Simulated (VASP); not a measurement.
# Re3B2 (P-3m1) in VASP: notebook, part 2 of 2

VASP 6.6.1. Earlier steps stand in the parts before.

## (3) Relaxation of cell and atoms, PBE

Input file INCAR:

```
ALGO = Fast
EDIFF = 1E-6
EDIFFG = -0.01
ENCUT = 600
GGA = PE
IBRION = 2
ISIF = 3
ISMEAR = 0
LASPH = True
LCHARG = False
LREAL = False
LWAVE = False
NELM = 100
NSW = 100
PREC = Accurate
SIGMA = 0.1
```

Input file KPOINTS:

```
k-points
0
Gamma
  12 12 8
```

Input file POSCAR:

```
Re3B2
1.0
    3.5550100168      0.0000000000      0.0000000000
   -1.7775050084      3.0787289853      0.0000000000
    0.0000000000      0.0000000000      5.5720113236
Re B
3 2
Direct
    0.0000000000      0.0000000000      0.0000000000
    0.3333333333      0.6666666667      0.6490519601
    0.6666666667      0.3333333333      0.3509480399
    0.3333333333      0.6666666667      0.2284788232
    0.6666666667      0.3333333333      0.7715211768
```

Potentials or basis: VASP PAW PBE potentials, release 64 (Re, B).

Started as:

```console
> cat potpaw_PBE.64/Re/POTCAR potpaw_PBE.64/B/POTCAR > POTCAR
> mpirun -np 1 vasp_std > vasp.out
```

OUTCAR:

```text
EDIFF = 1E-6
   EDIFFG = -0.01
   ENCUT = 600
   GGA = PE
   IBRION = 2
   ISIF = 3
   ISMEAR = 0
   LASPH = True
   LREAL = False
   NELM = 100
   NSW = 100
   PREC = Accurate

 ion  position               nearest neighbor table
   1  0.000  0.000  0.000-   4 2.42   5 2.42   5 2.42   4 2.42   5 2.42   4 2.42   2 2.83   3 2.83
                             2 2.83   3 2.83   3 2.83   2 2.83
   2  0.333  0.667  0.649-   5 2.16   5 2.16   5 2.16   4 2.34   3 2.64   3 2.64   3 2.64   1 2.83
                             1 2.83   1 2.83
   3  0.667  0.333  0.351-   4 2.16   4 2.16   4 2.16   5 2.34   2 2.64   2 2.64   2 2.64   1 2.83
                             1 2.83   1 2.83
   4  0.333  0.667  0.228-   3 2.16   3 2.16   3 2.16   2 2.34   1 2.42   1 2.42   1 2.42
   5  0.667  0.333  0.772-   2 2.16   2 2.16   2 2.16   3 2.34   1 2.42   1 2.42   1 2.42

  LATTYP: Found a hexagonal cell.
 ALAT       =     3.5550100168
 C/A-ratio  =     1.5673686705

  Lattice vectors:

 A1 = (   3.5550100168,   0.0000000000,   0.0000000000)
 A2 = (  -1.7775050084,   3.0787289853,   0.0000000000)
 A3 = (   0.0000000000,   0.0000000000,   5.5720113236)

Analysis of symmetry for initial positions (statically):
=====================================================================
 Subroutine PRICEL returns:
 Original cell was already a primitive cell.
[... 288 lines left out ...]
  ---------------------------------------------------
  free  energy   TOTEN  =       -49.0567882799 eV

  energy  without entropy=      -49.0337346871  energy(sigma->0) =      -49.04526148

[... ionic steps 4 to 9 ...]

--------------------------------------- Ionic step       10  -------------------------------------------

 number of electron      27.0000000 magnetization

------------------------ aborting loop because EDIFF is reached ----------------------------------------
[... 73 lines left out ...]
--------------------------------------- Ionic step       12  -------------------------------------------

 number of electron      27.0000000 magnetization

 Free energy of the ion-electron system (eV)
  ---------------------------------------------------
  ext. energy  EPLUGINS =         0.00000000
  ---------------------------------------------------
  free energy    TOTEN  =       -49.05848778 eV

  energy without entropy =      -49.03585328  energy(sigma->0) =      -49.04717053

 E-fermi :   7.5420     XC(G=0): -12.9772

 val. band max:        7.5410396926   @ k =   0.5000  -0.0000   0.0000
 cond. band min:       7.5474727598   @ k =   0.2500   0.1667   0.2500
 fundamental gap:      0.0064330671
 Fermi energy:         7.5420116701

 k-point     1 :       0.0000    0.0000    0.0000
  band No.  band energies     occupation
      1      -4.3934      2.00000
      2      -1.2656      2.00000
      3       0.6907      2.00000
      4       2.2540      2.00000
      5       2.2540      2.00000
      6       2.5277      2.00000
[... 457 lines left out ...]
      4       1.8798      2.00000
      5       2.5678      2.00000
      6       2.6957      2.00000
[... 9 lines left out ...]
     16       8.8014      0.00000
     17       9.3928      0.00000

 [... further k-points ...]
[... 5 lines left out ...]
  --------------------------------------------------------------------------------------
  -------------------------------------------------------------------------------------
  Total       -0.0395540     -0.0395540     -0.0498052      0.0000000      0.0000000      0.0000000
  in kB       -1.0370618     -1.0370618     -1.3058378      0.0000000      0.0000000      0.0000000
  external PRESSURE =      -1.1266538 kB  Pullay stress =       0.0000000 kB
[... 20 lines left out ...]
  FREE ENERGIE OF THE ION-ELECTRON SYSTEM (eV)
  ---------------------------------------------------
  free  energy   TOTEN  =       -49.0584877831 eV

  energy  without entropy=      -49.0358532807  energy(sigma->0) =      -49.04717053

 reached required accuracy - stopping structural energy minimisation
```

OSZICAR:

```text
N       E                     dE             d eps       ncg     rms          rms(c)
DAV:   1     0.122772513633E+03    0.12277E+03   -0.13503E+04  8688   0.197E+03
DAV:   2    -0.350452237997E+02   -0.15782E+03   -0.15404E+03  8432   0.489E+02
DAV:   3    -0.528429770566E+02   -0.17798E+02   -0.16566E+02  8414   0.243E+02
[... 180 lines left out ...]
RMM:   3    -0.490584876662E+02    0.13656E-05   -0.14273E-05  3845   0.146E-01    0.751E-03
RMM:   4    -0.490584883680E+02   -0.70176E-06   -0.92101E-06  3624   0.671E-02
  11 F= -.49058488E+02 E0= -.49047173E+02  d E =-.517764E-03
       N       E                     dE             d eps       ncg     rms          rms(c)
DAV:   1    -0.490584874918E+02    0.17441E-06   -0.53895E-04  7650   0.303E-01    0.991E-03
RMM:   2    -0.490584877831E+02   -0.29134E-06   -0.10602E-06  2590   0.730E-02
  12 F= -.49058488E+02 E0= -.49047171E+02  d E =-.517180E-03
```

CONTCAR:

```text
Re3B2
   1.00000000000000
     3.5471573534983576   -0.0000000000000000    0.0000000000000000
    -1.7735786767491788    3.0719283793931260    0.0000000000000000
     0.0000000000000000   -0.0000000000000000    5.6079587254963181
  Re              B
     3     2
Direct
     0.0000000000000000    1.0000000000000000    0.0000000000000000
     0.3333333332999970    0.6666666667000030    0.6484660175828363
     0.6666666667000030    0.3333333332999970    0.3515339824171637
     0.3333333332999970    0.6666666667000030    0.2260672020010668
     0.6666666667000030    0.3333333332999970    0.7739327979989333

  0.00000000E+00  0.00000000E+00  0.00000000E+00
  0.00000000E+00  0.00000000E+00  0.00000000E+00
  0.00000000E+00  0.00000000E+00  0.00000000E+00
  0.00000000E+00  0.00000000E+00  0.00000000E+00
  0.00000000E+00  0.00000000E+00  0.00000000E+00
```

Run time: 21 min. Hardware: 1 thread of AMD EPYC 9R45 (Zen 5), shared host; peak memory 0.29 GiB.

Results:

| Item | Value |
| --- | --- |
| Free energy | -49.0585 eV |
| Relaxed volume | 12.22 Å³/atom |
| Relaxed cell | a = 3.547 Å, b = 3.547 Å, c = 5.608 Å, α = 90.00°, β = 90.00°, γ = 120.00° |
| Space group after relaxing (to 0.05 Å) | P-3m1 (No. 164) |
| Energy gained by relaxing | 0.7 meV/atom |
| Ionic steps | 12 |
| Pressure after relaxing | -0.1 GPa |
| Largest force after relaxing | 0.007 eV/Å |

Forces in eV/Å, atoms in the order of the input:
```
Re   0.000  0.000  0.000
Re   0.000  0.000  0.007
Re   0.000  0.000 -0.007
B    0.000  0.000  0.004
B    0.000  0.000 -0.004
```

Step by step:
| step | energy change (eV) | largest force (eV/Å) | pressure (GPa) | volume (Å³) |
| --- | --- | --- | --- | --- |
| 1 | 0.0000 | 0.1266 | 0.81 | 60.99 |
| 2 | 0.0004 | 0.0801 | -2.15 | 61.53 |
| 3 | -0.0016 | 0.0729 | -0.54 | 61.24 |
| 4 | -0.0027 | 0.0702 | 0.06 | 61.09 |
| 5 | -0.0027 | 0.0694 | 0.09 | 61.08 |
| 6 | -0.0032 | 0.0274 | -0.02 | 61.10 |
| 7 | -0.0032 | 0.0121 | -0.08 | 61.10 |
| 8 | -0.0032 | 0.0192 | -0.16 | 61.11 |
| 9 | -0.0033 | 0.0171 | -0.11 | 61.10 |
| 10 | -0.0033 | 0.0122 | -0.13 | 61.11 |
| 11 | -0.0033 | 0.0129 | -0.12 | 61.11 |
| 12 | -0.0033 | 0.0066 | -0.11 | 61.11 |

Final structure:
```
Re B
1.0
     3.54716    0.00000    0.00000
    -1.77358    3.07193    0.00000
     0.00000    0.00000    5.60796
Re B
3 2
Direct
  0.00000 0.00000 0.00000
  0.33333 0.66667 0.64847
  0.66667 0.33333 0.35153
  0.33333 0.66667 0.22607
  0.66667 0.33333 0.77393
```

Caveat: spin-orbit coupling is left out, which moves the levels of the heavy elements.
